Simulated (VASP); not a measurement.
# MoS2 in VASP: further runs

Runs on MoS2. Level: PBE+D3(BJ). Tasks: relaxation of the atoms.

Everything below comes from runs of VASP 6.6.1. Logs are shortened: lines on timing, memory, paths and dates and some standing lists are left out, and cuts for length are marked.

## (1) The cell of the first run

The cell holds a slab with vacuum, 3 atoms: a = 3.355 Å, b = 3.355 Å, c = 32.412 Å, α = 90.00°, β = 90.00°, γ = 120.00°.

## (2) Relaxation of the atoms, PBE+D3(BJ) (biaxial strain +0.070)

Contents of INCAR:

```
  PREC = Accurate
  ENCUT = 520
  EDIFF = 1E-6
  ISMEAR = 0
  SIGMA = 0.1
  LREAL = False
  LASPH = True
  NELM = 100
  ALGO = Fast
  ISIF = 2
  LWAVE = False
  LCHARG = False
  LDIPOL = True
  IDIPOL = 3
  DIPOL = 0.5 0.5 0.500
  GGA = PE
  IVDW = 12
  IBRION = 2
  NSW = 60
  EDIFFG = -0.01
```

Contents of KPOINTS:

```
regular mesh
0
Gamma
  18 18 1
```

Contents of POSCAR:

```
MoS2
1.0
    3.3551803224      0.0000000000      0.0000000000
   -1.6775901612      2.9056713935      0.0000000000
    0.0000000000      0.0000000000     32.4115723039
S Mo
2 1
Direct
    0.0000000000      0.0000000000      0.4503774699
    0.3333333333      0.6666666667      0.5496225301
    0.6666666667      0.3333333333      0.5000000000
```

Potentials or basis: VASP PAW PBE potentials, release 64 (S, Mo_sv).

The run is started by

```console
> cat potpaw_PBE.64/S/POTCAR potpaw_PBE.64/Mo_sv/POTCAR > POTCAR
> mpirun -np 1 vasp_std > vasp.out
```

OUTCAR:

```text
PREC = Accurate
   ENCUT = 520
   EDIFF = 1E-6
   ISMEAR = 0
   LREAL = False
   LASPH = True
   NELM = 100
   ISIF = 2
   GGA = PE
   IVDW = 12
   IBRION = 2
   NSW = 60
   EDIFFG = -0.01
 IVDW          = 12

 ion  position               nearest neighbor table
   1  0.000  0.000  0.450-   3 2.52   3 2.52   3 2.52
   2  0.333  0.667  0.550-   3 2.52   3 2.52   3 2.52
   3  0.667  0.333  0.500-   2 2.52   1 2.52   2 2.52   1 2.52   1 2.52   2 2.52

  LATTYP: Found a hexagonal cell.
 ALAT       =     3.3551803224
 C/A-ratio  =     9.6601580808

  Lattice vectors:

 A1 = (   3.3551803224,   0.0000000000,   0.0000000000)
 A2 = (  -1.6775901612,   2.9056713935,   0.0000000000)
 A3 = (   0.0000000000,   0.0000000000,  32.4115723039)

Analysis of symmetry for initial positions (statically):
=====================================================================
 Subroutine PRICEL returns:
 Original cell was already a primitive cell.

 Routine SETGRP: Setting up the symmetry group for a
 hexagonal supercell.

 Subroutine GETGRP returns: Found 12 space group operations
 (whereof  6 operations were pure point group operations)
 out of a pool of 24 trial point group operations.

The static configuration has the point symmetry C_3v.
 The point group associated with its full space group is D_3d.

Analysis of symmetry for dynamics (positions and initial velocities):
=====================================================================
 Subroutine PRICEL returns:
 Original cell was already a primitive cell.

 Routine SETGRP: Setting up the symmetry group for a
 hexagonal supercell.

 Subroutine GETGRP returns: Found 12 space group operations
 (whereof  6 operations were pure point group operations)
 out of a pool of 24 trial point group operations.

The dynamic configuration has the point symmetry C_3v.
 The point group associated with its full space group is D_3d.

 Subroutine INISYM returns: Found 12 space group operations
 (whereof  6 operations are pure point group operations),
 and found     1 'primitive' translations

----------------------------------------------------------------------------------------

                                     Primitive cell

  volume of cell :     315.9821

  direct lattice vectors                    reciprocal lattice vectors
     3.355180322  0.000000000  0.000000000     0.298046574  0.172077270  0.000000000
    -1.677590161  2.905671394  0.000000000     0.000000000  0.344154539  0.000000000
     0.000000000  0.000000000 32.411572304     0.000000000  0.000000000  0.030853178

  length of vectors
     3.355180322  3.355180322 32.411572304     0.344154539  0.344154539  0.030853178

  position of ions in fractional coordinates (direct lattice)
     0.000000000  0.000000000  0.450377470
     0.333333333  0.666666667  0.549622530
     0.666666667  0.333333333  0.500000000

  ion indices of the primitive-cell ions
   primitive index   ion index
                 1           1
                 2           2
                 3           3

----------------------------------------------------------------------------------------

 KPOINTS: regular mesh

Automatic generation of k-mesh.
 Grid dimensions read from file:
 generate k-points for:   18   18    1

 Generating k-lattice:

  Cartesian coordinates                     Fractional coordinates (reciprocal lattice)
     0.016558143  0.009559848  0.000000000     0.055555556 -0.000000000  0.000000000
     0.000000000  0.019119697  0.000000000     0.000000000  0.055555556  0.000000000
     0.000000000  0.000000000  0.030853178     0.000000000  0.000000000  1.000000000

  Length of vectors
     0.019119697  0.019119697  0.030853178

  Shift w.r.t. Gamma in fractional coordinates (k-lattice)
     0.000000000  0.000000000  0.000000000

 Subroutine IBZKPT returns following result:
 ===========================================

 Found     37 irreducible k-points:

 Following reciprocal coordinates:
            Coordinates               Weight
  0.000000  0.000000  0.000000      1.000000
  0.055556 -0.000000  0.000000      6.000000
  0.111111 -0.000000  0.000000      6.000000
  0.166667  0.000000  0.000000      6.000000
  0.222222 -0.000000  0.000000      6.000000
  0.277778  0.000000  0.000000      6.000000
[... 16 lines left out ...]
  0.333333  0.111111  0.000000     12.000000
  0.388889  0.111111  0.000000     12.000000
 [... further k-points ...]
   k-points           NKPTS =     37   k-points in BZ     NKDIM =     37   number of bands    NBANDS=     17
   number of dos      NEDOS =    301   number of ions     NIONS =      3
   total plane-waves  NPLWV = 196000
   dimension x,y,z NGX =    28 NGY =   28 NGZ =  250
   dimension x,y,z NGXF=    56 NGYF=   56 NGZF=  500
   ions per type =               2   1
   NGX,Y,Z   is equivalent  to a cutoff of  13.87, 13.87, 12.82 a.u.
   NGXF,Y,Z  is equivalent  to a cutoff of  27.75, 27.75, 25.65 a.u.
 SYSTEM =  unknown system
   PREC   = accura    normal or accurate (medium, high low for compatibility)
   ISTART =      0    job   : 0-new  1-cont  2-samecut
   ICHARG =      2    charge: 1-file 2-atom 10-const
   ISPIN  =      1    spin polarized calculation?
   LNONCOLLINEAR =      F non collinear calculations
   LSORBIT =      F    spin-orbit coupling
   LASPH  =      T    aspherical Exc in radial PAW
   ENCUT  =  520.0 eV  38.22 Ry    6.18 a.u.   6.24  6.24 60.26*2*pi/ulx,y,z
   NELM   =    100;   NELMIN=  2; NELMDL= -5     # of ELM steps
   EDIFF  = 0.1E-05   stopping-criterion for ELM
   LREAL  =      F    real-space projection
   EDIFFG = -.1E-01   stopping-criterion for IOM
   NSW    =     60    number of steps for IOM
   IBRION =      2    ionic relax: 0-MD 1-quasi-New 2-CG
   NFREE  =      1    steps in history (QN), initial steepest desc. (CG)
   ISIF   =      2    stress and relaxation
   ISYM   =      2    0-nonsym 1-usesym 2-fastsym
   POTIM  = 0.5000    time-step for ionic-motion
   TEBEG  =    0.0;   TEEND  =   0.0 temperature during run
   PSTRESS=    0.0 pullay stress
   NELECT =      26.0000    total number of electrons
   NUPDOWN=      -1.0000    fix difference up-down
   EMIN   =  10.00;   EMAX   =-10.00  energy-range for DOS
   EFERMI =   0.00;   METHOD = LEGACY
   ISMEAR =     0;   SIGMA  =   0.10  broadening in eV -4-tet -1-fermi 0-gaus
   EFERMI_NEDOS =   21; number of points for ismear=-14 and -15
   IALGO  =     68    algorithm
   IMIX   =      4    mixing-type and parameters
     AMIX     =   0.40;   BMIX     =  1.00
     AMIX_MAG =   1.60;   BMIX_MAG =  1.00
  volume/ion in A,a.u.               =     105.33       710.78
  Fermi-wavevector in a.u.,A,eV,Ry     =   0.712052  1.345583  6.898402  0.507018
  Thomas-Fermi vector in A             =   1.799326
   LORBIT       =      0    0 simple, 1 ext, 2 COOP (PROOUT), +10 PAW based schemes
   GGA     = PE    functional components
   LHFCALC =     F    Hartree Fock is set to
   AEXX    =    0.0000 exact exchange contribution
   IVDW    =    12    specifies the selected vdW correction
   LEPSILON=     F    determine dielectric tensor
   LRPA    =     F    only Hartree local field effects (RPA)
 conjugate gradient relaxation of ions
 non-spin polarized calculation
 RMM-DIIS sequential band-by-band and
 Gauss-broadening in eV      SIGMA  =   0.10
  energy-cutoff  :      520.00
  volume of cell :      315.98
 maximum number of plane-waves:      8547
 NGX is ok and might be reduce to    28
   NGX = 13   NGY = 13   NGZ =121

 dipolmoment           0.000000      0.000000      0.000000 electrons x Angstroem

--------------------------------------- Ionic step        1  -------------------------------------------

 number of electron      26.0000000 magnetization

 Free energy of the ion-electron system (eV)
  ---------------------------------------------------
  ext. energy  EPLUGINS =         0.00000000
  ---------------------------------------------------
  free energy    TOTEN  =       -20.74493546 eV

  energy without entropy =      -20.74036963  energy(sigma->0) =      -20.74265255

------------------------ aborting loop because EDIFF is reached ----------------------------------------

 Edisp (eV)   -0.83709

 E8    (eV) :    -0.3633

  FORCE on cell =-STRESS in cart. coord.  units (eV):
  Direction    XX          YY          ZZ          XY          YZ          ZX
  --------------------------------------------------------------------------------------
  -------------------------------------------------------------------------------------
  Total      -5.47517    -5.47517    -4.60224     0.00000    -0.00000    -0.00000
  in kB     -27.76170   -27.76170   -23.33553     0.00000    -0.00000    -0.00000
  external pressure =      -26.29 kB  Pullay stress =        0.00 kB
[... 104 lines left out ...]
  energy  without entropy=      -21.7461483878  energy(sigma->0) =      -21.74852133

--------------------------------------- Ionic step        4  -------------------------------------------

 number of electron      26.0000001 magnetization

 dipolmoment           0.000000      0.000000     -0.000000 electrons x Angstroem

 Free energy of the ion-electron system (eV)
  ---------------------------------------------------
  ext. energy  EPLUGINS =         0.00000000
  ---------------------------------------------------
  free energy    TOTEN  =       -20.89258862 eV

  energy without entropy =      -20.88777320  energy(sigma->0) =      -20.89018091

 E-fermi :  -3.0607     XC(G=0):  -2.2601

 val. band max:       -3.0862367375   @ k =   0.0556  -0.0000   0.0000
 cond. band min:      -3.0320588855   @ k =   0.1111  -0.0000   0.0000
 fundamental gap:      0.0541778520
 Fermi energy:        -3.0606578849

 k-point     1 :       0.0000    0.0000    0.0000
  band No.  band energies     occupation
      1     -64.9011      2.00000
      2     -38.9546      2.00000
      3     -38.9546      2.00000
      4     -38.8487      2.00000
      5     -17.4040      2.00000
      6     -16.1681      2.00000
[... 9 lines left out ...]
     16       0.1629      0.00000
     17       0.1629      0.00000
[... 443 lines left out ...]
      1     -64.8826      2.00000
      2     -39.1583      2.00000
      3     -39.0198      2.00000
      4     -38.8061      2.00000
      5     -16.0700      2.00000
      6     -15.6141      2.00000
[... 9 lines left out ...]
     16      -0.1284      0.00000
     17       0.9633      0.00000

 [... further k-points ...]

------------------------ aborting loop because EDIFF is reached ----------------------------------------

 vacuum level on the upper side and lower side of the slab       (xc-potential included)        -0.196        -0.196

 Edisp (eV)   -0.85835

 E8    (eV) :    -0.3728

  FORCE on cell =-STRESS in cart. coord.  units (eV):
  Direction    XX          YY          ZZ          XY          YZ          ZX
  --------------------------------------------------------------------------------------
  -------------------------------------------------------------------------------------
  Total      -3.20028    -3.20028    -0.00768     0.00000     0.00000    -0.00000
  in kB     -16.22693   -16.22693    -0.03896     0.00000     0.00000    -0.00000
  external pressure =      -10.83 kB  Pullay stress =        0.00 kB
[... 18 lines left out ...]
  FREE ENERGIE OF THE ION-ELECTRON SYSTEM (eV)
  ---------------------------------------------------
  free  energy   TOTEN  =       -21.7509412689 eV

  energy  without entropy=      -21.7461258560  energy(sigma->0) =      -21.74853356

 reached required accuracy - stopping structural energy minimisation

 vacuum level on the upper side and lower side of the slab         1.987         1.986
```

Run time: 18 min. Hardware: 1 thread of Oxide Virtual Turin-like, shared host; peak memory 0.57 GiB.

What came out:

```
Free energy                  : -21.7509 eV
Energy gained by relaxing    : 56.3 meV/atom
Ionic steps                  : 4
Largest force after relaxing : 0.004 eV/Å
Band gap on the k mesh       : zero (bands 13 and 14 overlap by 0.86 eV)
Dispersion energy per atom   : -0.286 eV
```

Forces on the atoms (eV/Å):
```
S    0.000  0.000 -0.004
S    0.000  0.000  0.004
Mo   0.000  0.000  0.000
```

The path:
```csv
step,energy change (eV),largest force (eV/Å),pressure (GPa)
1,0.0000,1.4237,-2.63
2,-0.1407,0.6025,-1.75
3,-0.1689,0.0223,-1.12
4,-0.1689,0.0040,-1.08
```

Final structure:
```xyz
3
Lattice="3.3552 0.0000 0.0000 -1.6776 2.9057 0.0000 0.0000 0.0000 32.4116" Properties=species:S:1:pos:R:3 pbc="T T T"
S     0.0000    0.0000   14.7127
S     0.0000    1.9371   17.6988
Mo    1.6776    0.9686   16.2058
```

Levels at points of the mesh, in eV from the Fermi level:
| k point | band 11 | band 12 | band 13 | band 14 | band 15 | band 16 |
| --- | --- | --- | --- | --- | --- | --- |
| (0.00, 0.00, 0.00) | -0.98 | -0.98 | -0.62 | -0.62 | -0.21 | 3.22 |
| (0.50, 0.00, 0.00) | -2.63 | -1.86 | -1.51 | 0.56 | 1.33 | 3.41 |

Caveat: the cell differs from its parent crystal (biaxial strain +0.070).

## (3) Relaxation of the atoms, PBE+D3(BJ) (biaxial strain -0.040)

Contents of INCAR:

```
SYSTEM = MoS2
  ALGO = Fast
  DIPOL = 0.5 0.5 0.500
  EDIFF = 1E-6
  EDIFFG = -0.01
  ENCUT = 520
  GGA = PE
  IBRION = 2
  IDIPOL = 3
  ISIF = 2
  ISMEAR = 0
  IVDW = 12
  LASPH = .TRUE.
  LCHARG = .FALSE.
  LDIPOL = .TRUE.
  LREAL = .FALSE.
  LWAVE = .FALSE.
  NELM = 80
  NSW = 60
  PREC = Accurate
  SIGMA = 0.1
```

Contents of KPOINTS:

```
k-points
0
G
  18 18 1
  0 0 0
```

Contents of POSCAR:

```
MoS2
1.0
    3.0102552425      0.0000000000      0.0000000000
   -1.5051276213      2.6069575119      0.0000000000
    0.0000000000      0.0000000000     32.4115723039
S Mo
2 1
Direct
    0.0000000000      0.0000000000      0.4503774699
    0.3333333333      0.6666666667      0.5496225301
    0.6666666667      0.3333333333      0.5000000000
```

Potentials or basis: VASP PAW PBE potentials, release 64 (S, Mo_sv).

The run is started by

```console
> cat potpaw_PBE.64/S/POTCAR potpaw_PBE.64/Mo_sv/POTCAR > POTCAR
> mpirun -np 1 vasp_std > vasp.out
```

OUTCAR:

```text
SYSTEM = MoS2
   EDIFF = 1E-6
   EDIFFG = -0.01
   ENCUT = 520
   GGA = PE
   IBRION = 2
   ISIF = 2
   ISMEAR = 0
   IVDW = 12
   LASPH = .TRUE.
   LREAL = .FALSE.
   NELM = 80
   NSW = 60
   PREC = Accurate
 IVDW          = 12

 ion  position               nearest neighbor table
   1  0.000  0.000  0.450-   3 2.37   3 2.37   3 2.37
   2  0.333  0.667  0.550-   3 2.37   3 2.37   3 2.37
   3  0.667  0.333  0.500-   2 2.37   2 2.37   1 2.37   1 2.37   1 2.37   2 2.37

  LATTYP: Found a hexagonal cell.
 ALAT       =     3.0102552425
 C/A-ratio  =    10.7670511943

  Lattice vectors:

 A1 = (   3.0102552425,   0.0000000000,   0.0000000000)
 A2 = (  -1.5051276213,   2.6069575119,   0.0000000000)
[... 278 lines left out ...]

 E-fermi :  -2.4260     XC(G=0):  -2.5768

 val. band max:       -2.4343266875   @ k =   0.3333   0.2778   0.0000
 cond. band min:      -2.3866517428   @ k =   0.2222   0.1667   0.0000
 fundamental gap:      0.0476749447
 Fermi energy:        -2.4260361827

 k-point     1 :       0.0000    0.0000    0.0000
  band No.  band energies     occupation
      1     -63.9719      2.00000
      2     -38.1448      2.00000
      3     -37.8077      2.00000
      4     -37.8077      2.00000
      5     -17.6769      2.00000
      6     -16.6099      2.00000
[... 457 lines left out ...]
      4     -37.9925      2.00000
      5     -15.6089      2.00000
      6     -14.9299      2.00000
[... 9 lines left out ...]
     16       0.5486      0.00000
     17       1.9609      0.00000

 [... further k-points ...]

------------------------ aborting loop because EDIFF is reached ----------------------------------------

 vacuum level on the upper side and lower side of the slab       (xc-potential included)        -0.008        -0.008

 Edisp (eV)   -1.03345

 E8    (eV) :    -0.4473

  FORCE on cell =-STRESS in cart. coord.  units (eV):
  Direction    XX          YY          ZZ          XY          YZ          ZX
  --------------------------------------------------------------------------------------
  -------------------------------------------------------------------------------------
  Total       2.79562     2.79562    -0.01778    -0.00000     0.00000    -0.00000
  in kB      17.60965    17.60965    -0.11198    -0.00000     0.00000    -0.00000
  external pressure =       11.70 kB  Pullay stress =        0.00 kB
[... 18 lines left out ...]
  FREE ENERGIE OF THE ION-ELECTRON SYSTEM (eV)
  ---------------------------------------------------
  free  energy   TOTEN  =       -21.8607295609 eV

  energy  without entropy=      -21.8545193642  energy(sigma->0) =      -21.85762446

 reached required accuracy - stopping structural energy minimisation

 vacuum level on the upper side and lower side of the slab         2.662         2.662
```

CONTCAR:

```text
MoS2
   1.00000000000000
     3.0102552425000000    0.0000000000000000    0.0000000000000000
    -1.5051276213000000    2.6069575119000001    0.0000000000000000
     0.0000000000000000    0.0000000000000000   32.4115723039000017
  S               Mo
     2     1
Direct
     0.0000000000000000    0.0000000000000000    0.4486092405576036
     0.3333333332999970    0.6666666667000030    0.5513907594423963
     0.6666666667000030    0.3333333332999970    0.5000000000000000

  0.00000000E+00  0.00000000E+00  0.00000000E+00
  0.00000000E+00  0.00000000E+00  0.00000000E+00
  0.00000000E+00  0.00000000E+00  0.00000000E+00
```

Wall time 11 min (1 thread of Oxide Virtual Turin-like, shared host); peak memory 0.47 GiB.

Results:

```yaml
Free_energy: -21.8607 eV
Energy_gained_by_relaxing: 20.0 meV/atom
Ionic_steps: 3
Band_gap_on_the_k_mesh: zero (bands 13 and 14 overlap by 0.46 eV)
Dispersion_energy_per_atom: -0.344 eV
```

Step by step:
```tsv
step	energy change (eV)	largest force (eV/Å)	pressure (GPa)
1	0.0000	1.0709	2.49
2	-0.0596	0.0997	1.29
3	-0.0601	0.0011	1.17
```

Final structure:
```
S Mo
1.0
     3.01026    0.00000    0.00000
    -1.50513    2.60696    0.00000
     0.00000    0.00000   32.41157
S Mo
2 1
Direct
  0.00000 0.00000 0.44861
  0.33333 0.66667 0.55139
  0.66667 0.33333 0.50000
```

Caveat: the cell differs from its parent crystal (biaxial strain -0.040).
